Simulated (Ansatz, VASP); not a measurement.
**Two plane-wave programs on TaSi2**

```
CELL_PARAMETERS angstrom
4.76099 0.00000 0.00000
-2.38050 4.12314 0.00000
0.00000 0.00000 6.55614
ATOMIC_POSITIONS crystal
Ta 0.51091 0.02183 0.00000
Ta 0.51091 0.48909 0.66667
Ta 0.97817 0.48909 0.33333
Si 0.16755 0.33509 0.00000
Si 0.84898 0.15102 0.66667
Si 0.66491 0.83245 0.33333
Si 0.84898 0.69796 0.00000
Si 0.16755 0.83245 0.66667
Si 0.30204 0.15102 0.33333
```

Change from the starting cell: mode 4 (106.9 1/cm) frozen in, largest displacement +0.090 Å.

Alike in both runs: task single point; functional PBEsol; k mesh 12 × 12 × 6; occupations gaussian, width 0.15 eV; no spin polarisation.

```csv
,VASP,Ansatz
version,VASP 6.6.1,Ansatz 0.2.0
potentials or method,"VASP PAW PBE potentials, release 64 (Ta_pv, Si), cutoff 520 eV","scalar-relativistic, plane waves, PAW"
valence electrons in the cell,57,63
```

|  | VASP | Ansatz | Ansatz less VASP |
| --- | --- | --- | --- |
| gap on the k mesh at the Fermi level (eV) | none | none | - |
| pressure (GPa) | 0.5 | 0.1 | -0.32 |
| traceless stress, the component that is largest in VASP (GPa) | 0.08 | 0.02 | -0.062 |
| rms of the force components (eV/Å) | 0.234 | 0.234 | -0.0001 |

VASP's potentials were made for PBE, not for PBEsol. Atom by atom the forces differ by 0.001 eV/Å (rms over components). A gap of «none» marks a metal or a gap that the smearing closes. VASP's potentials hold 57 valence electrons a cell and Ansatz's 63, so a difference there can come from the potentials and not from the codes.

Neither program's run includes spin-orbit coupling.
